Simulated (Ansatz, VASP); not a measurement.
## One calculation of As, two programs

Contents of INCAR:

```
SYSTEM = As
PREC = Accurate ; ENCUT = 520
EDIFF = 1E-6 ; ISMEAR = 0
SIGMA = 0.02 ; LREAL = .FALSE.
LASPH = .TRUE. ; NELM = 80
ALGO = Normal ; ISIF = 2
LWAVE = .FALSE. ; LCHARG = .TRUE.
LDIPOL = .TRUE. ; IDIPOL = 3
DIPOL = 0.5 0.5 0.500 ; LELF = .TRUE.
LVHAR = .TRUE. ; LVACPOTAV = .TRUE.
NBANDS = 12
```

Contents of KPOINTS:

```
regular mesh
0
G
  9 9 1
  0 0 0
```

The input POSCAR:

```
As
1.0
    3.6330000000      0.0000000000      0.0000000000
   -1.8165000000      3.1462702920      0.0000000000
    0.0000000000      0.0000000000     28.0000000000
As
2
Direct
    0.3333333333      0.6666666667      0.5052857143
    0.6666666667      0.3333333333      0.4947142857
```

Input for Ansatz:

```yaml
crystal:
  lattice:
    - [3.633, 0.0, 0.0]
    - [-1.8165, 3.146270292, 0.0]
    - [0.0, 0.0, 28.0]
  atoms:
    - { symbol: As, position: [0.3333333333, 0.6666666667, 0.5052857143] }
    - { symbol: As, position: [0.6666666667, 0.3333333333, 0.4947142857] }
  periodic: [true, true, false]
basis:
  ecutwfc: 420
kpoints:
  mp_grid: { grid: [9, 9, 1] }
hamiltonian:
  xc: lda
scf:
  occupations: { method: gaussian, width: 0.02 }
output:
  forces: true
  stress: true
  eigenvalues: true
```

Alike in both runs: task single point; functional LDA; k mesh 9 × 9 × 1; occupations gaussian, width 0.02 eV; no spin polarisation.

```csv
,VASP,Ansatz
version,VASP 6.6.1,Ansatz 0.2.0
potentials or method,"VASP PAW LDA potentials, release 64 (As), cutoff 520 eV","scalar-relativistic, plane waves, PAW"
valence electrons in the cell,10,30
```

```tsv
	VASP	Ansatz	Ansatz less VASP
gap on the k mesh at the Fermi level (eV)	none	none	-
rms of the force components (eV/Å)	1.483	1.457	-0.0263
work function, face that differs most (eV)	4.33	4.33	-0.001
```

LDA's correlation is that of Perdew and Zunger in VASP and of Perdew and Wang (1992) in Ansatz. Atom by atom the forces differ by 0.026 eV/Å (rms over components). A gap of «none» marks a metal or a gap that the smearing closes. VASP's potentials hold 10 valence electrons a cell and Ansatz's 30, so a difference there can come from the potentials and not from the codes.
